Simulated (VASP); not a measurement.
# Tl2Ru (Pa-3) in VASP: single point with PBE

Aim: the single point of Tl2Ru with PBE.

All numbers are computed with VASP 6.6.1; they aren't measurements. Logs are shortened: lines on timing, memory, paths and dates and some standing lists are left out, and cuts for length are marked.

### 1 The cell of the first run

The structure is cubic, space group Pa-3 (No. 205). The conventional cell has a = 6.329 Å, b = 6.329 Å, c = 6.329 Å, α = 90.00°, β = 90.00°, γ = 90.00°. Within 3.4 Å of Ru (site symmetry -3) lie 6 Tl at 2.61 Å. Within 3.5 Å of Tl (site symmetry 3) lie 3 Ru at 2.61 Å and 7 Tl at 2.91 to 3.50 Å.

### 2 Single point, PBE

POSCAR reads:

```
Tl2Ru
1.0
    6.3293450000      0.0000000000      0.0000000000
    0.0000000000      6.3293450000      0.0000000000
    0.0000000000      0.0000000000      6.3293450000
Ru Tl
4 8
Direct
    0.0000000000      0.0000000000      0.0000000000
    0.5000000000      0.0000000000      0.5000000000
    0.5000000000      0.5000000000      0.0000000000
    0.0000000000      0.5000000000      0.5000000000
    0.3672000000      0.3672000000      0.3672000000
    0.1328000000      0.6328000000      0.8672000000
    0.8672000000      0.1328000000      0.6328000000
    0.6328000000      0.8672000000      0.1328000000
    0.6328000000      0.6328000000      0.6328000000
    0.8672000000      0.3672000000      0.1328000000
    0.1328000000      0.8672000000      0.3672000000
    0.3672000000      0.1328000000      0.8672000000
```

INCAR.step1 reads:

```
PREC = Accurate ; ENCUT = 400
EDIFF = 1E-6 ; ISMEAR = -1
SIGMA = 0.1 ; LREAL = F
LASPH = T ; NELM = 120
ALGO = Normal ; ISIF = 2
LWAVE = F ; LCHARG = T
LMAXMIX = 4 ; GGA = PE
NBANDS = 92 ; GGA_COMPAT = F
NEDOS = 2001 ; LORBIT = 11
```

KPOINTS.step1 reads:

```
Automatic mesh
0
Gamma
  6 6 6
```

INCAR.step2 reads:

```
PREC = Accurate ; ENCUT = 400
EDIFF = 1E-6 ; ISMEAR = -5
SIGMA = 0.1 ; LREAL = F
LASPH = T ; NELM = 120
ALGO = Normal ; ISIF = 2
LWAVE = F ; LCHARG = F
LMAXMIX = 4 ; GGA = PE
LORBIT = 11 ; NEDOS = 2001
ICHARG = 11 ; GGA_COMPAT = F
```

KPOINTS.step2 reads:

```
Automatic mesh
0
Gamma
  9 9 9
```

Potentials or basis: VASP PAW PBE potentials, release 64 (Ru_pv, Tl_d).

On the command line:

```
$ cat potpaw_PBE.64/Ru_pv/POTCAR potpaw_PBE.64/Tl_d/POTCAR > POTCAR
$ cp INCAR.step1 INCAR
$ cp KPOINTS.step1 KPOINTS
$ mpirun -np 1 vasp_std > vasp.out
$ cp INCAR.step2 INCAR
$ cp KPOINTS.step2 KPOINTS
$ mpirun -np 1 vasp_std > vasp.out
```

OUTCAR:

```text
PREC = Accurate
   ENCUT = 400
   EDIFF = 1E-6
   ISMEAR = -5
   LREAL = F
   LASPH = T
   NELM = 120
   ISIF = 2
   GGA = PE
   LORBIT = 11
   ICHARG = 11

 ion  position               nearest neighbor table
   1  0.000  0.000  0.000-   6 2.61   7 2.61   8 2.61  10 2.61  11 2.61  12 2.61
   2  0.500  0.000  0.500-   5 2.61   7 2.61   8 2.61   9 2.61  11 2.61  12 2.61
   3  0.500  0.500  0.000-   5 2.61   6 2.61   8 2.61   9 2.61  10 2.61  12 2.61
   4  0.000  0.500  0.500-   5 2.61   6 2.61   7 2.61   9 2.61  10 2.61  11 2.61
   5  0.367  0.367  0.367-   2 2.61   3 2.61   4 2.61   9 2.91  10 3.50  11 3.50  12 3.50  12 3.50
                            11 3.50  10 3.50   6 3.88   7 3.88   8 3.88   8 3.88   7 3.88   6 3.88
   6  0.133  0.633  0.867-   1 2.61   3 2.61   4 2.61  10 2.91   9 3.50  11 3.50  12 3.50  11 3.50
                            12 3.50   9 3.50   5 3.88   7 3.88   7 3.88   8 3.88   8 3.88   5 3.88
   7  0.867  0.133  0.633-   1 2.61   2 2.61   4 2.61  11 2.91  10 3.50   9 3.50  12 3.50  10 3.50
                             9 3.50  12 3.50   8 3.88   6 3.88   6 3.88   8 3.88   5 3.88   5 3.88
   8  0.633  0.867  0.133-   1 2.61   2 2.61   3 2.61  12 2.91  10 3.50  11 3.50   9 3.50   9 3.50
                            10 3.50  11 3.50   7 3.88   6 3.88   5 3.88   7 3.88   6 3.88   5 3.88
   9  0.633  0.633  0.633-   2 2.61   3 2.61   4 2.61   5 2.91   6 3.50   7 3.50   8 3.50   8 3.50
                             7 3.50   6 3.50  10 3.88  10 3.88  11 3.88  12 3.88  12 3.88  11 3.88
  10  0.867  0.367  0.133-   1 2.61   3 2.61   4 2.61   6 2.91   5 3.50   7 3.50   8 3.50   7 3.50
                             8 3.50   5 3.50   9 3.88   9 3.88  11 3.88  11 3.88  12 3.88  12 3.88
  11  0.133  0.867  0.367-   1 2.61   2 2.61   4 2.61   7 2.91   6 3.50   5 3.50   8 3.50   6 3.50
                             5 3.50   8 3.50   9 3.88  12 3.88  10 3.88  10 3.88  12 3.88   9 3.88
  12  0.367  0.133  0.867-   1 2.61   2 2.61   3 2.61   8 2.91   6 3.50   7 3.50   5 3.50   5 3.50
                             6 3.50   7 3.50   9 3.88  11 3.88  10 3.88   9 3.88  11 3.88  10 3.88

  LATTYP: Found a simple cubic cell.
 ALAT       =     6.3293450000

  Lattice vectors:

 A1 = (   6.3293450000,   0.0000000000,   0.0000000000)
 A2 = (   0.0000000000,   6.3293450000,   0.0000000000)
 A3 = (   0.0000000000,   0.0000000000,   6.3293450000)

Analysis of symmetry for initial positions (statically):
=====================================================================
 Subroutine PRICEL returns:
 Original cell was already a primitive cell.

 Routine SETGRP: Setting up the symmetry group for a
 simple cubic supercell.

 Subroutine GETGRP returns: Found 24 space group operations
 (whereof  6 operations were pure point group operations)
 out of a pool of 48 trial point group operations.

The static configuration has the point symmetry S_6 .
 The point group associated with its full space group is T_h .

Analysis of symmetry for dynamics (positions and initial velocities):
=====================================================================
 Subroutine PRICEL returns:
 Original cell was already a primitive cell.

[... 172 lines left out ...]
  ext. energy  EPLUGINS =         0.00000000
  ---------------------------------------------------
  free energy    TOTEN  =       -43.75272019 eV

  energy without entropy =      -43.75272019  energy(sigma->0) =      -43.75272019

 E-fermi :   8.5358     XC(G=0): -11.5254

 val. band max:        8.5598923971   @ k =   0.3333   0.3333   0.1111
 cond. band min:       8.4763465604   @ k =   0.1111   0.0000   0.0000
 fundamental gap:     -0.0835458367
 Fermi energy:         8.5357740280

 k-point     1 :       0.0000    0.0000    0.0000
  band No.  band energies     occupation
      1     -32.9912      2.00000
      2     -32.9912      2.00000
      3     -32.9912      2.00000
      4     -32.9873      2.00000
      5     -32.9873      2.00000
      6     -32.9869      2.00000
[... 2269 lines left out ...]
     91      12.0739      0.00000
     92      12.7394      0.00000

 [... further k-points ...]

 [bands above 92 left out]

------------------------ aborting loop because EDIFF is reached ----------------------------------------

  FORCE on cell =-STRESS in cart. coord.  units (eV):
  Direction    XX          YY          ZZ          XY          YZ          ZX
  --------------------------------------------------------------------------------------
  -------------------------------------------------------------------------------------
  Total       28.5115406     28.5115406     28.5115406     -0.0000000     -0.0000000      0.0000000
  in kB      180.1585844    180.1585844    180.1585844     -0.0000000     -0.0000000      0.0000000
  external PRESSURE =     180.1585844 kB  Pullay stress =       0.0000000 kB

 VOLUME and BASIS-vectors are now :
 -----------------------------------------------------------------------------
  energy-cutoff  :      400.00
  volume of cell :      253.56
      direct lattice vectors                 reciprocal lattice vectors
     6.329345000  0.000000000  0.000000000     0.157994232  0.000000000  0.000000000
     0.000000000  6.329345000  0.000000000     0.000000000  0.157994232  0.000000000
     0.000000000  0.000000000  6.329345000     0.000000000  0.000000000  0.157994232

 POSITION                                       TOTAL-FORCE (eV/Angst)
 -----------------------------------------------------------------------------------
      0.00000      0.00000      0.00000         0.000000      0.000000      0.000000
      3.16467      0.00000      3.16467         0.000000      0.000000      0.000000
      3.16467      3.16467      0.00000         0.000000      0.000000      0.000000
      0.00000      3.16467      3.16467         0.000000      0.000000      0.000000
      2.32414      2.32414      2.32414        -0.406950     -0.406950     -0.406950
      0.84054      4.00521      5.48881         0.406950      0.406950     -0.406950
      5.48881      0.84054      4.00521        -0.406950      0.406950      0.406950
      4.00521      5.48881      0.84054         0.406950     -0.406950      0.406950
      4.00521      4.00521      4.00521         0.406950      0.406950      0.406950
      5.48881      2.32414      0.84054        -0.406950     -0.406950      0.406950
      0.84054      5.48881      2.32414         0.406950     -0.406950     -0.406950
      2.32414      0.84054      5.48881        -0.406950      0.406950     -0.406950
 -----------------------------------------------------------------------------------
    total drift:                                0.000000      0.000000     -0.000000

  FREE ENERGIE OF THE ION-ELECTRON SYSTEM (eV)
  ---------------------------------------------------
  free  energy   TOTEN  =       -43.7527201886 eV

  energy  without entropy=      -43.7527201886  energy(sigma->0) =      -43.75272019

 total charge

# of ion       s       p       d       tot
------------------------------------------
    1        0.345   6.134   6.358  12.837
    2        0.345   6.134   6.358  12.837
    3        0.345   6.134   6.358  12.837
    4        0.345   6.134   6.358  12.837
    5        1.121   0.608   9.677  11.406
    6        1.121   0.608   9.677  11.406
    7        1.121   0.608   9.677  11.406
    8        1.121   0.608   9.677  11.406
    9        1.121   0.608   9.677  11.406
   10        1.121   0.608   9.677  11.406
   11        1.121   0.608   9.677  11.406
   12        1.121   0.608   9.677  11.406
--------------------------------------------------
tot         10.347  29.403 102.844 142.594
```

OSZICAR.step1:

```text
N       E                     dE             d eps       ncg     rms          rms(c)
DAV:   1     0.124934601585E+04    0.12493E+04   -0.79377E+04  4784   0.144E+03
DAV:   2     0.112040803398E+02   -0.12381E+04   -0.11969E+04  4696   0.421E+02
DAV:   3    -0.444445161159E+02   -0.55649E+02   -0.53260E+02  4896   0.779E+01
DAV:   4    -0.458315375724E+02   -0.13870E+01   -0.13784E+01  4772   0.992E+00
DAV:   5    -0.458650139272E+02   -0.33476E-01   -0.33470E-01  5204   0.158E+00    0.254E+01
DAV:   6    -0.445920031586E+02    0.12730E+01   -0.87644E+00  4676   0.110E+01    0.206E+01
DAV:   7    -0.441433511024E+02    0.44865E+00   -0.50413E+00  4604   0.795E+00    0.985E+00
DAV:   8    -0.438615838857E+02    0.28177E+00   -0.75450E-01  4500   0.336E+00    0.158E+00
DAV:   9    -0.438567187831E+02    0.48651E-02   -0.85052E-02  4696   0.103E+00    0.355E-01
DAV:  10    -0.438560916986E+02    0.62708E-03   -0.73900E-03  4760   0.302E-01    0.149E-01
DAV:  11    -0.438559221702E+02    0.16953E-03   -0.14147E-03  4596   0.153E-01    0.299E-02
DAV:  12    -0.438559183677E+02    0.38025E-05   -0.49486E-05  4688   0.275E-02    0.536E-03
DAV:  13    -0.438559176131E+02    0.75461E-06   -0.27458E-06  3412   0.573E-03
   1 F= -.43855918E+02 E0= -.43736350E+02  d E =-.239136E+00
```

Wall time 25 min (1 thread of Intel Xeon 8259CL, shared host); peak memory 0.6 GiB.

Results:

| Item | Value |
| --- | --- |
| Valence electrons inside the program's atomic spheres | Ru 12.84; Tl 11.41 |

Caveat: spin-orbit coupling is left out, which moves the levels of the heavy elements.
